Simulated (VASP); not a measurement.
A run of VASP 6.6.1:

The input INCAR:

```
  PREC = Accurate
  ENCUT = 600
  EDIFF = 1E-6
  ISMEAR = -5
  SIGMA = 0.02
  LREAL = F
  LASPH = T
  NELM = 120
  ALGO = Normal
  ISIF = 2
  LWAVE = F
  LCHARG = T
  GGA = CA
  LELF = T
  LVHAR = T
  NBANDS = 11
  GGA_COMPAT = F
```

KPOINTS

```
regular mesh
0
Gamma
  10 10 10
```

File POSCAR:

```
MgO
1.0
    0.0000000000      2.0795793314      2.0795793314
    2.0795793314      0.0000000000      2.0795793314
    2.0795793314      2.0795793314      0.0000000000
Mg O
1 1
Direct
    0.0000000000      0.0000000000      0.0000000000
    0.5000000000      0.5000000000      0.5000000000
```

Potentials or basis: VASP PAW LDA potentials, release 64 (Mg, O).

Command:

```sh
$ cat potpaw_LDA.64/Mg/POTCAR potpaw_LDA.64/O/POTCAR > POTCAR
$ mpirun -np 1 vasp_std > vasp.out
```

Hardware: 1 thread of Intel Xeon 6975P-C (shared host).

**Question.** How long does it take, and how much memory?

**Answer.** It took 4.2 s on 1 thread of Intel Xeon 6975P-C, on a shared host, peak memory 0.13 GiB. Counts: scf iterations 11, k points 47.
